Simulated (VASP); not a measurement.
Set up this calculation in VASP 6.6.1, as the native input.

| Property | Result |
| --- | --- |
| Task | relaxation of shape and atoms at fixed volume |
| Functional | PBE |
| Potentials or basis | VASP PAW PBE potentials, release 64 (C, O) |
| Cutoff | 600 eV |
| k mesh | 6 × 6 × 6 |
| Occupations | gaussian, width 0.05 eV |
| Spin | no spin polarisation |
| Dipole correction | no |
| Further INCAR settings | ALGO = Normal; EDIFF = 1e-06; IBRION = 2; EDIFFG = -0.015; NSW = 60; ISIF = 4 |

The structure of CO2 lies in POSCAR:

```
CO2
1.0
    3.5161001505      0.0000000000      0.0000000000
    0.0000000000      3.5161001505      0.0000000000
    0.0000000000      0.0000000000      4.1043001756
C O
2 4
Direct
    0.0000000000      0.0000000000      0.0000000000
    0.5000000000      0.5000000000      0.5000000000
    0.2300000000      0.2300000000      0.0000000000
    0.2700000000      0.7300000000      0.5000000000
    0.7700000000      0.7700000000      0.0000000000
    0.7300000000      0.2700000000      0.5000000000
```

One way to write it, as run:

INCAR

```
SYSTEM = CO2
PREC = Accurate
ENCUT = 600
EDIFF = 1E-6
ISMEAR = 0
SIGMA = 0.05
LREAL = .FALSE.
LASPH = .TRUE.
NELM = 80
ALGO = Normal
ISIF = 4
LWAVE = .FALSE.
LCHARG = .FALSE.
GGA = PE
IBRION = 2
NSW = 60
EDIFFG = -0.015
```

KPOINTS

```
regular mesh
0
G
  6 6 6
  0 0 0
```

Potentials or basis: VASP PAW PBE potentials, release 64 (C, O).

Run with:

```bash
$ cat potpaw_PBE.64/C/POTCAR potpaw_PBE.64/O/POTCAR > POTCAR
$ mpirun -np 1 vasp_std > vasp.out
```

It gave:

```
Energy gained by relaxing : 16.4 meV/atom
Ionic steps               : 8
Pressure after relaxing   : 28.2 GPa
Band gap on the k mesh    : 5.46 eV (least direct gap 6.26 eV)
```

Caveat: this functional lacks dispersion, which holds the molecules together, so the pressure and a relaxed volume are unreliable.

Run time: 4.5 min on 1 thread of Intel Xeon 8259CL (shared host), peak memory 0.19 GiB.
